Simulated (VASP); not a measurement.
# GaTe3S: single point with PBE

GaTe3S:

```
Ga Te S
1.0
     3.57098    0.00000    0.00000
     0.00000    4.30197    0.00000
     0.00000    0.00000    6.60176
Ga Te S
1 3 1
Direct
  0.50000 0.50000 0.50000
  0.00000 0.50000 0.00000
  0.50000 0.00000 0.70132
  0.50000 0.00000 0.29868
  0.00000 0.50000 0.50000
```

- Program: VASP 6.6.1
- Task: single point
- Functional: PBE
- Potentials or basis: VASP PAW PBE potentials, release 64 (Ga_d, Te, S)
- Cutoff: 520 eV
- k mesh: 6 × 4 × 4
- Occupations: gaussian, width 0.1 eV
- Spin: no spin polarisation

```
Pressure      : 51.9 GPa
Largest force : 5.793 eV/Å
```

Forces on the atoms (eV/Å):
```
Ga   0.000  0.000  0.000
Te   0.000  0.000  0.000
Te   0.000  0.000  5.793
Te   0.000  0.000 -5.793
S    0.000  0.000  0.000
```

Stress tensor (GPa, compression positive):
```
85.65  0.00  0.00
 0.00 40.31  0.00
 0.00  0.00 29.83
```

Levels at points of the mesh, in eV from the Fermi level:
```tsv
k point	band 16	band 17	band 18	band 19	band 20	band 21	band 22	band 23
(0.00, 0.00, 0.00)	-1.42	-0.82	-0.78	0.66	0.85	1.62	3.34	3.72
(0.50, 0.00, 0.00)	-0.98	-0.84	-0.75	-0.58	0.27	0.87	2.75	3.51
(0.00, 0.50, 0.00)	-0.85	0.58	0.81	0.89	1.17	1.65	2.74	4.28
(0.50, 0.50, 0.00)	-3.42	-2.89	0.45	1.16	1.32	2.63	4.51	5.92
(0.00, 0.00, 0.50)	-0.78	0.01	0.01	0.12	0.81	0.81	2.59	3.36
(0.50, 0.00, 0.50)	-3.41	-1.31	-0.99	-0.89	-0.79	-0.44	4.28	5.07
(0.00, 0.50, 0.50)	-2.02	-1.19	0.13	0.70	0.86	2.67	4.27	4.53
(0.50, 0.50, 0.50)	-1.86	-1.65	-0.50	-0.28	-0.02	0.12	4.62	5.37
```

Run time: 40 s on 1 thread of Intel(R) Xeon(R) Platinum 8559C (Emerald Rapids) (shared host), peak memory 0.25 GiB.

Caveat: the k points lie up to 0.37 Å⁻¹ apart; spin-orbit coupling is left out, which moves the levels of the heavy elements; forces of over 1 eV/Å act on the atoms, so gaps and moduli don't describe the material at rest.
